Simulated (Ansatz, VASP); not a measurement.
# Two plane-wave programs on Cu

```
Cu
1.0
     0.00000    1.81458    1.81458
     1.81458    0.00000    1.81458
     1.81458    1.81458    0.00000
Cu
1
Direct
  0.00000 0.00000 0.00000
```

Alike in both runs: task single point; functional PBE; k mesh 16 × 16 × 16; occupations fermi-dirac, width 0.1 eV; no spin polarisation.

```csv
,VASP,Ansatz
version,VASP 6.6.1,Ansatz 0.2.0
potentials or method,"VASP PAW PBE potentials, release 64 (Cu), cutoff 520 eV","plane waves (420 eV) with PAW, scalar-relativistic"
valence electrons in the cell,11,19
```

```csv
,VASP,Ansatz,Ansatz less VASP
pressure (GPa),0.7,0.2,-0.57
```

With one functional, cell and mesh, what is left measures potentials, basis and numerics. VASP's potentials hold 11 valence electrons a cell and Ansatz's 19, so a difference there can come from the potentials and not from the codes.
